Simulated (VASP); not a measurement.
# TiCo3 (Pm-3m) in VASP: a series of runs

Runs on TiCo3. Level: PBEsol. Tasks: single point.

Everything below comes from runs of VASP 6.6.1. Logs are shortened: lines on timing, memory, paths and dates and some standing lists are left out, and cuts for length are marked.

### 1 The cell of the first run

It takes space group Pm-3m (No. 221, cubic). The conventional cell has a = 3.528 Å, b = 3.528 Å, c = 3.528 Å, α = 90.00°, β = 90.00°, γ = 90.00°. Within 3.3 Å of Ti (site symmetry m-3m) lie 12 Co at 2.49 Å. Co (site symmetry 4/mmm) has 4 Ti at 2.49 Å and 8 Co at 2.49 Å within 3.3 Å.

### 2 Single point, PBEsol, collinear spin, ferrimagnetic start

Contents of INCAR:

```
  PREC = Accurate
  ENCUT = 520
  EDIFF = 1E-7
  ISMEAR = 0
  SIGMA = 0.1
  LREAL = F
  LASPH = T
  NELM = 150
  ALGO = Normal
  ISIF = 2
  LWAVE = F
  LCHARG = F
  ISPIN = 2
  MAGMOM = -0.33 1.11 1.11 1.11
  LORBIT = 11
  LMAXMIX = 4
  GGA = PS
  NBANDS = 32
```

Contents of KPOINTS:

```
Automatic mesh
0
Gamma
  12 12 12
```

Contents of POSCAR:

```
TiCo3
1.0
    3.5282471225      0.0000000000      0.0000000000
    0.0000000000      3.5282471225      0.0000000000
    0.0000000000      0.0000000000      3.5282471225
Ti Co
1 3
Direct
    0.0000000000      0.0000000000      0.0000000000
    0.0000000000      0.5000000000      0.5000000000
    0.5000000000      0.0000000000      0.5000000000
    0.5000000000      0.5000000000      0.0000000000
```

Potentials or basis: VASP PAW PBE potentials, release 64 (Ti_sv, Co).

Started as:

```bash
$ cat potpaw_PBE.64/Ti_sv/POTCAR potpaw_PBE.64/Co/POTCAR > POTCAR
$ mpirun -np 1 vasp_std > vasp.out
```

OUTCAR:

```text
PREC = Accurate
   ENCUT = 520
   EDIFF = 1E-7
   ISMEAR = 0
   LREAL = F
   LASPH = T
   NELM = 150
   ISIF = 2
   ISPIN = 2
   LORBIT = 11
   GGA = PS

 ion  position               nearest neighbor table
   1  0.000  0.000  0.000-   2 2.49   3 2.49   4 2.49   2 2.49   3 2.49   2 2.49   4 2.49   2 2.49
                             3 2.49   4 2.49   3 2.49   4 2.49
   2  0.000  0.500  0.500-   1 2.49   3 2.49   4 2.49   1 2.49   4 2.49   1 2.49   3 2.49   1 2.49
                             3 2.49   4 2.49   4 2.49   3 2.49
   3  0.500  0.000  0.500-   1 2.49   2 2.49   4 2.49   1 2.49   4 2.49   2 2.49   4 2.49   4 2.49
                             1 2.49   2 2.49   1 2.49   2 2.49
   4  0.500  0.500  0.000-   1 2.49   2 2.49   3 2.49   2 2.49   3 2.49   1 2.49   3 2.49   3 2.49
                             1 2.49   2 2.49   2 2.49   1 2.49

  LATTYP: Found a simple cubic cell.
 ALAT       =     3.5282471225

  Lattice vectors:

 A1 = (   3.5282471225,   0.0000000000,   0.0000000000)
 A2 = (   0.0000000000,   3.5282471225,   0.0000000000)
 A3 = (   0.0000000000,   0.0000000000,   3.5282471225)

Analysis of symmetry for initial positions (statically):
=====================================================================
 Subroutine PRICEL returns:
 Original cell was already a primitive cell.

 Routine SETGRP: Setting up the symmetry group for a
 simple cubic supercell.

 Subroutine GETGRP returns: Found 48 space group operations
 (whereof 48 operations were pure point group operations)
 out of a pool of 48 trial point group operations.

The static configuration has the point symmetry O_h .

Analysis of symmetry for dynamics (positions and initial velocities):
=====================================================================
 Subroutine PRICEL returns:
 Original cell was already a primitive cell.

 Routine SETGRP: Setting up the symmetry group for a
 simple cubic supercell.

 Subroutine GETGRP returns: Found 48 space group operations
 (whereof 48 operations were pure point group operations)
 out of a pool of 48 trial point group operations.

The dynamic configuration has the point symmetry O_h .

Analysis of structural, dynamic, and magnetic symmetry:
=====================================================================
 Subroutine PRICEL returns:
 Original cell was already a primitive cell.

 Routine SETGRP: Setting up the symmetry group for a
 simple cubic supercell.

 Subroutine GETGRP returns: Found 48 space group operations
[... 135 lines left out ...]
   IVDW    =     0    specifies the selected vdW correction
   LEPSILON=     F    determine dielectric tensor
   LRPA    =     F    only Hartree local field effects (RPA)
 spin polarized calculation
 Gauss-broadening in eV      SIGMA  =   0.10
  energy-cutoff  :      520.00
  volume of cell :       43.92
 maximum number of plane-waves:      1213
 NGX is ok and might be reduce to    28
   NGX = 13   NGY = 13   NGZ = 13

 number of electron      38.9999987 magnetization       0.6872846

 Free energy of the ion-electron system (eV)
  ---------------------------------------------------
  ext. energy  EPLUGINS =         0.00000000
  ---------------------------------------------------
  free energy    TOTEN  =       -32.72581967 eV

  energy without entropy =      -32.69856446  energy(sigma->0) =      -32.71219206

 E-fermi :  10.6742     XC(G=0): -13.6709

 val. band max:       10.6733106637   @ k =   0.5000   0.1667   0.1667
 cond. band min:      10.6760302562   @ k =   0.4167   0.2500   0.0000
 fundamental gap:      0.0027195925
 Fermi energy:        10.6742309915

 spin component 1

 k-point     1 :       0.0000    0.0000    0.0000
  band No.  band energies     occupation
      1     -45.4008      1.00000
      2     -21.7654      1.00000
      3     -21.7654      1.00000
      4     -21.7654      1.00000
      5       2.4745      1.00000
      6       6.1012      1.00000
[... 805 lines left out ...]
     30      22.9996      0.00000
     31      23.5327      0.00000

 [... further k-points ...]

 spin component 2

 k-point     1 :       0.0000    0.0000    0.0000
  band No.  band energies     occupation
      1     -45.4733      1.00000
      2     -21.8388      1.00000
      3     -21.8388      1.00000
      4     -21.8388      1.00000
      5       2.4849      1.00000
      6       6.2239      1.00000
[... 805 lines left out ...]
     30      23.0796      0.00000
     31      23.5766      0.00000

 [... further k-points ...]

 [bands above 31 left out]

------------------------ aborting loop because EDIFF is reached ----------------------------------------

  FORCE on cell =-STRESS in cart. coord.  units (eV):
  Direction    XX          YY          ZZ          XY          YZ          ZX
  --------------------------------------------------------------------------------------
  -------------------------------------------------------------------------------------
  Total       -0.1806556     -0.1806556     -0.1806556     -0.0000000     -0.0000000     -0.0000000
  in kB       -6.5899946     -6.5899946     -6.5899946     -0.0000000     -0.0000000     -0.0000000
  external PRESSURE =      -6.5899946 kB  Pullay stress =       0.0000000 kB

 VOLUME and BASIS-vectors are now :
 -----------------------------------------------------------------------------
  energy-cutoff  :      520.00
  volume of cell :       43.92
      direct lattice vectors                 reciprocal lattice vectors
     3.528247122  0.000000000  0.000000000     0.283426859  0.000000000  0.000000000
     0.000000000  3.528247122  0.000000000     0.000000000  0.283426859  0.000000000
     0.000000000  0.000000000  3.528247122     0.000000000  0.000000000  0.283426859

 POSITION                                       TOTAL-FORCE (eV/Angst)
 -----------------------------------------------------------------------------------
      0.00000      0.00000      0.00000         0.000000      0.000000      0.000000
      0.00000      1.76412      1.76412         0.000000      0.000000      0.000000
      1.76412      0.00000      1.76412         0.000000      0.000000      0.000000
      1.76412      1.76412      0.00000         0.000000      0.000000      0.000000
 -----------------------------------------------------------------------------------
    total drift:                                0.000000      0.000000      0.000000

  FREE ENERGIE OF THE ION-ELECTRON SYSTEM (eV)
  ---------------------------------------------------
  free  energy   TOTEN  =       -32.7258196673 eV

  energy  without entropy=      -32.6985644615  energy(sigma->0) =      -32.71219206

 total charge

# of ion       s       p       d       tot
------------------------------------------
    1        2.281   6.215   1.993  10.490
    2        0.529   0.550   7.353   8.432
    3        0.529   0.550   7.353   8.432
    4        0.529   0.550   7.353   8.432
--------------------------------------------------
tot          3.869   7.866  24.052  35.786

 magnetization (x)

# of ion       s       p       d       tot
------------------------------------------
    1       -0.001  -0.006  -0.077  -0.084
    2       -0.001  -0.002   0.264   0.261
    3       -0.001  -0.002   0.264   0.261
    4       -0.001  -0.002   0.264   0.261
--------------------------------------------------
tot         -0.003  -0.012   0.714   0.699
```

stdout:

```text
POSCAR found type information on POSCAR TiCo
 POSCAR found :  2 types and       4 ions
 scaLAPACK will be used
 -----------------------------------------------------------------------------
|                                                                             |
|                                                                             |
|     You enforced a specific xc type in the INCAR file but a different       |
|     I HOPE YOU KNOW WHAT YOU ARE DOING!                                     |
|                                                                             |
 -----------------------------------------------------------------------------

 LDA part: xc-table for (Slater+PW92), standard interpolation
 POSCAR, INCAR and KPOINTS ok, starting setup
 FFT: planning ... GRIDC
 FFT: planning ... GRID_SOFT
 FFT: planning ... GRID
 WAVECAR not read
 entering main loop
```

Run time: 4.2 min. Hardware: 1 thread of Intel Xeon 6975P-C, shared host; peak memory 0.3 GiB.

Results:

* Free energy: -32.7258 eV
* Pressure: -0.7 GPa
* Net moment: 0.69 μB per cell
* Site moments: Ti -0.08; Co +0.26 μB
* Valence electrons inside the program's atomic spheres: Ti 10.49; Co 8.43

Levels at points of the mesh, in eV from the Fermi level:
Spin up:
```tsv
k point	band 17	band 18	band 19	band 20	band 21	band 22	band 23	band 24
(0.00, 0.00, 0.00)	0.31	0.59	0.59	0.59	2.60	2.60	3.44	3.44
(0.50, 0.00, 0.00)	-0.71	-0.71	-0.68	-0.10	0.60	1.24	1.24	1.96
(0.50, 0.50, 0.00)	-1.08	-1.02	-1.02	-0.50	-0.50	1.77	1.77	2.17
(0.50, 0.50, 0.50)	-0.09	0.36	0.36	0.36	0.89	0.89	0.89	2.22
```
Spin down:
```csv
k point,band 16,band 17,band 18,band 19,band 20,band 21,band 22,band 23
"(0.00, 0.00, 0.00)",0.10,0.64,0.84,0.84,0.84,2.72,2.72,3.45
"(0.50, 0.00, 0.00)",-0.60,-0.50,-0.50,-0.37,0.28,0.84,1.25,1.25
"(0.50, 0.50, 0.00)",-1.30,-0.78,-0.67,-0.67,-0.30,-0.26,1.78,1.78
"(0.50, 0.50, 0.50)",-0.92,-0.05,0.64,0.64,0.64,0.88,0.88,0.88
```

Caveat: the PAW data sets were made with another functional, which shifts forces and pressure a little.

### 3 Single point, PBEsol, collinear spin, ferromagnetic start

This run uses another cell than the first one, of 10.89 Å³/atom, 0.992 times its volume.

Contents of INCAR:

```
SYSTEM = TiCo3
PREC = Accurate
ENCUT = 520
EDIFF = 1E-6
ISMEAR = 0
SIGMA = 0.1
LREAL = .FALSE.
LASPH = .TRUE.
NELM = 150
ALGO = Normal
ISIF = 2
LWAVE = .FALSE.
LCHARG = .FALSE.
ISPIN = 2
MAGMOM = 0 0.3 0.3 0.3
LORBIT = 11
LMAXMIX = 4
GGA = PS
NBANDS = 32
```

Contents of KPOINTS:

```
Automatic mesh
0
G
  12 12 12
  0 0 0
```

Contents of POSCAR:

```
TiCo3
1.0
    3.5182462570      0.0000000000      0.0000000000
    0.0000000000      3.5182462570      0.0000000000
    0.0000000000      0.0000000000      3.5182462570
Ti Co
1 3
Direct
    0.0000000000      0.0000000000      0.0000000000
    0.0000000000      0.5000000000      0.5000000000
    0.5000000000      0.0000000000      0.5000000000
    0.5000000000      0.5000000000      0.0000000000
```

Potentials or basis: VASP PAW PBE potentials, release 64 (Ti_sv, Co).

Started as:

```bash
$ cat potpaw_PBE.64/Ti_sv/POTCAR potpaw_PBE.64/Co/POTCAR > POTCAR
$ mpirun -np 1 vasp_std > vasp.out
```

Run time: 3.3 min. Hardware: 1 thread of Intel Xeon Platinum 8375C at 2.90GHz (Ice Lake), shared host; peak memory 0.3 GiB.

The run converged. Its results:

| Item | Value |
| --- | --- |
| Free energy | -32.7250 eV |
| Pressure | 1.3 GPa |
| Net moment | 0.62 μB per cell |
| Site moments | Ti -0.07; Co +0.24 μB |
| Valence electrons inside the program's atomic spheres | Ti 10.51; Co 8.45 |

Levels at points of the mesh, in eV from the Fermi level:
Spin up:
| k point | band 18 | band 19 | band 20 | band 21 | band 22 | band 23 |
| --- | --- | --- | --- | --- | --- | --- |
| (0.00, 0.00, 0.00) | 0.62 | 0.62 | 0.62 | 2.64 | 2.64 | 3.47 |
| (0.50, 0.00, 0.00) | -0.70 | -0.67 | -0.07 | 0.62 | 1.25 | 1.25 |
| (0.50, 0.50, 0.00) | -1.01 | -1.01 | -0.49 | -0.48 | 1.79 | 1.79 |
| (0.50, 0.50, 0.50) | 0.39 | 0.39 | 0.39 | 0.90 | 0.90 | 0.90 |
Spin down:
| k point | band 15 | band 16 | band 17 | band 18 | band 19 | band 20 | band 21 | band 22 | band 23 | band 24 |
| --- | --- | --- | --- | --- | --- | --- | --- | --- | --- | --- |
| (0.00, 0.00, 0.00) | 0.09 | 0.09 | 0.63 | 0.84 | 0.84 | 0.84 | 2.75 | 2.75 | 3.48 | 3.48 |
| (0.50, 0.00, 0.00) | -0.96 | -0.62 | -0.51 | -0.51 | -0.39 | 0.27 | 0.85 | 1.27 | 1.27 | 2.09 |
| (0.50, 0.50, 0.00) | -1.67 | -1.32 | -0.80 | -0.69 | -0.69 | -0.31 | -0.27 | 1.80 | 1.80 | 2.36 |
| (0.50, 0.50, 0.50) | -0.94 | -0.94 | -0.06 | 0.64 | 0.64 | 0.64 | 0.90 | 0.90 | 0.90 | 2.38 |

Caveat: the PAW data sets were made with another functional, which shifts forces and pressure a little.

### 4 Single point, PBEsol, collinear spin, ferrimagnetic start

Contents of INCAR:

```
  PREC = Accurate
  ENCUT = 520
  EDIFF = 1E-7
  ISMEAR = 0
  SIGMA = 0.1
  LREAL = F
  LASPH = T
  NELM = 150
  ALGO = Normal
  ISIF = 2
  LWAVE = F
  LCHARG = F
  ISPIN = 2
  MAGMOM = -0.33 1.11 1.11 1.11
  LORBIT = 11
  LMAXMIX = 4
  GGA = PS
  NBANDS = 32
```

Contents of KPOINTS:

```
Automatic mesh
0
Gamma
  12 12 12
```

Contents of POSCAR:

```
TiCo3
1.0
    3.5282466705      0.0000000000      0.0000000000
    0.0000000000      3.5282466705      0.0000000000
    0.0000000000      0.0000000000      3.5282466705
Ti Co
1 3
Direct
    0.0000000000      0.0000000000      0.0000000000
    0.0000000000      0.5000000000      0.5000000000
    0.5000000000      0.0000000000      0.5000000000
    0.5000000000      0.5000000000      0.0000000000
```

Started as:

```bash
$ cat potpaw_PBE.64/Ti_sv/POTCAR potpaw_PBE.64/Co/POTCAR > POTCAR
$ mpirun -np 1 vasp_std > vasp.out
```

Run time: 3.7 min. Hardware: 1 thread of Intel Xeon Platinum 8375C at 2.90GHz (Ice Lake), shared host; peak memory 0.29 GiB.

The run converged. Its results:

```
Free energy                                           : -32.7258 eV
Pressure                                              : -0.7 GPa
Net moment                                            : 0.69 μB per cell
Site moments                                          : Ti -0.08; Co +0.26 μB
Valence electrons inside the program's atomic spheres : Ti 10.49; Co 8.43
```

Levels at points of the mesh, in eV from the Fermi level:
Spin up:
```
           k point  band 17  band 18  band 19  band 20  band 21  band 22  band 23  band 24
(0.00, 0.00, 0.00)     0.31     0.59     0.59     0.59     2.60     2.60     3.44     3.44
(0.50, 0.00, 0.00)    -0.71    -0.71    -0.68    -0.10     0.60     1.24     1.24     1.96
(0.50, 0.50, 0.00)    -1.08    -1.02    -1.02    -0.50    -0.50     1.77     1.77     2.17
(0.50, 0.50, 0.50)    -0.09     0.36     0.36     0.36     0.89     0.89     0.89     2.22
```
Spin down:
```csv
k point,band 15,band 16,band 17,band 18,band 19,band 20,band 21,band 22,band 23,band 24
"(0.00, 0.00, 0.00)",0.10,0.10,0.64,0.84,0.84,0.84,2.72,2.72,3.45,3.45
"(0.50, 0.00, 0.00)",-0.95,-0.60,-0.50,-0.50,-0.37,0.28,0.84,1.25,1.25,2.07
"(0.50, 0.50, 0.00)",-1.64,-1.30,-0.78,-0.67,-0.67,-0.30,-0.26,1.78,1.78,2.33
"(0.50, 0.50, 0.50)",-0.92,-0.92,-0.05,0.64,0.64,0.64,0.88,0.88,0.88,2.35
```

Caveat: the PAW data sets were made with another functional, which shifts forces and pressure a little.

### 5 Single point, PBEsol, collinear spin, ferromagnetic start (volume scaled by 1.03)

Contents of INCAR:

```
PREC     = Accurate       # precision mode
ENCUT    = 520            # plane-wave cutoff, eV
EDIFF    = 1E-6           # SCF threshold, eV
ISMEAR   = 0              # smearing method
SIGMA    = 0.1            # smearing width, eV
LREAL    = False          # projectors in reciprocal space
LASPH    = True           # aspherical terms in the spheres
NELM     = 150            # most SCF steps
ALGO     = Normal         # electronic algorithm
ISIF     = 2              # what is computed and relaxed
LWAVE    = False          # write WAVECAR
LCHARG   = False          # write CHGCAR
ISPIN    = 2              # spin polarisation
MAGMOM   = 0 0.3 0.3 0.3  # initial moments
LORBIT   = 11             # projections on sites
LMAXMIX  = 4              # l up to which the mixer works
GGA      = PS             # functional
NBANDS   = 32             # bands
```

KPOINTS is that of step 4.

Contents of POSCAR:

```
TiCo3
1.0
    3.5631853319      0.0000000000      0.0000000000
    0.0000000000      3.5631853319      0.0000000000
    0.0000000000      0.0000000000      3.5631853319
Ti Co
1 3
Direct
    0.0000000000      0.0000000000      0.0000000000
    0.0000000000      0.5000000000      0.5000000000
    0.5000000000      0.0000000000      0.5000000000
    0.5000000000      0.5000000000      0.0000000000
```

Started as:

```bash
$ cat potpaw_PBE.64/Ti_sv/POTCAR potpaw_PBE.64/Co/POTCAR > POTCAR
$ mpirun -np 1 vasp_std > vasp.out
```

Run time: 3 min. Hardware: 1 thread of Intel Xeon Platinum 8488C (Sapphire Rapids), shared host; peak memory 0.3 GiB.

Results (log left out):

```
Free energy                                           : -32.6941 eV
Pressure                                              : -7.0 GPa
Net moment                                            : 0.96 μB per cell
Site moments                                          : Ti -0.13; Co +0.37 μB
Valence electrons inside the program's atomic spheres : Ti 10.44; Co 8.37
```

Levels at points of the mesh, in eV from the Fermi level:
Spin up:
```csv
k point,band 18,band 19,band 20,band 21,band 22,band 23
"(0.00, 0.00, 0.00)",0.48,0.48,0.48,2.47,2.47,3.32
"(0.50, 0.00, 0.00)",-0.75,-0.74,-0.19,0.48,1.19,1.19
"(0.50, 0.50, 0.00)",-1.07,-1.07,-0.56,-0.54,1.71,1.71
"(0.50, 0.50, 0.50)",0.25,0.25,0.25,0.82,0.82,0.82
```
Spin down:
| k point | band 17 | band 18 | band 19 | band 20 | band 21 | band 22 |
| --- | --- | --- | --- | --- | --- | --- |
| (0.00, 0.00, 0.00) | 0.67 | 0.85 | 0.85 | 0.85 | 2.63 | 2.63 |
| (0.50, 0.00, 0.00) | -0.44 | -0.44 | -0.30 | 0.31 | 0.85 | 1.20 |
| (0.50, 0.50, 0.00) | -0.69 | -0.60 | -0.60 | -0.25 | -0.21 | 1.71 |
| (0.50, 0.50, 0.50) | -0.04 | 0.66 | 0.66 | 0.66 | 0.80 | 0.80 |

Caveat: the cell differs from its parent crystal (volume scaled by 1.03); the PAW data sets were made with another functional, which shifts forces and pressure a little.

### 6 The runs side by side

| spin | cell | gap on the mesh (eV) | pressure (GPa) | moment (μB) |
| --- | --- | --- | --- | --- |
| collinear, ferrimagnetic start | a = 3.528 Å, 4 atoms | none | -0.7 | 0.69 |
| collinear, ferromagnetic start | a = 3.518 Å, 4 atoms | none | 1.3 | 0.62 |
| collinear, ferromagnetic start | a = 3.563 Å, 4 atoms | none | -7.0 | 0.96 |

Alike in all rows: task single point; level PBEsol; potentials or basis VASP PAW PBE potentials, release 64 (Ti_sv, Co); k mesh 12 × 12 × 12; cutoff (eV) 520; smearing gaussian 0.1 eV.

Caveats: the PAW data sets were made with another functional, which shifts forces and pressure a little.

Total energies depend on the potentials used, so only differences within one code and one set of settings carry meaning.
